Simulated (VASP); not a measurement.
A run of VASP 6.6.1 is set up as follows.

The input POSCAR:

```
CaO
1.0
    0.0000000000      2.3755300000      2.3755300000
    2.3755300000      0.0000000000      2.3755300000
    2.3755300000      2.3755300000      0.0000000000
Ca O
1 1
Direct
    0.0000000000      0.0000000000      0.0000000000
    0.5000000000      0.5000000000      0.5000000000
```

Contents of INCAR.step1:

```
SYSTEM = CaO
PREC     = Accurate       ! precision mode
ENCUT    = 1480           ! plane-wave cutoff, eV
ISMEAR   = 0              ! smearing method
SIGMA    = 0.05           ! smearing width, eV
LREAL    = .False.        ! projectors in reciprocal space
LASPH    = .True.         ! aspherical terms in the spheres
NELM     = 120            ! most SCF steps
NBANDS   = 15             ! bands
GGA      = PE             ! functional
ALGO     = Normal         ! electronic algorithm
EDIFF    = 1E-5           ! SCF threshold, eV
LWAVE    = .True.         ! write WAVECAR
LCHARG   = .False.        ! write CHGCAR
GGA_COMPAT= .False.
```

File INCAR.step2:

```
SYSTEM = CaO
PREC     = Accurate       ! precision mode
ENCUT    = 1480           ! plane-wave cutoff, eV
EDIFF    = 1E-6           ! SCF threshold, eV
ISMEAR   = 0              ! smearing method
SIGMA    = 0.05           ! smearing width, eV
LREAL    = .False.        ! projectors in reciprocal space
LASPH    = .True.         ! aspherical terms in the spheres
NELM     = 120            ! most SCF steps
ALGO     = Normal         ! electronic algorithm
ISIF     = 2              ! what is computed and relaxed
LWAVE    = .False.        ! write WAVECAR
LCHARG   = .False.        ! write CHGCAR
METAGGA  = R2SCAN         ! meta-GGA
LMIXTAU  = .True.       
NBANDS   = 15             ! bands
ISTART   = 1            
GGA_COMPAT= .False.
```

Contents of KPOINTS:

```
regular mesh
0
Gamma
  8 8 8
  0 0 0
```

Potentials or basis: VASP PAW PBE potentials, release 64 (Ca_sv, O_h).

Run with:

```sh
$ cat potpaw_PBE.64/Ca_sv/POTCAR potpaw_PBE.64/O_h/POTCAR > POTCAR
$ cp INCAR.step1 INCAR
$ mpirun -np 1 vasp_std > vasp.out
$ cp INCAR.step2 INCAR
$ mpirun -np 1 vasp_std > vasp.out
```

Q: Predict the band gap on the k mesh.

A: 4.18 eV (least direct gap 4.55 eV).

Q: Predict the pressure.

A: 4.5 GPa.

Caveat: the cell differs from its parent crystal (strain -0.030 along x and y, -0.030 along z); the cell stands under pressure; the PAW data sets were made with another functional, which shifts forces and pressure a little. A k mesh can miss the band edges.
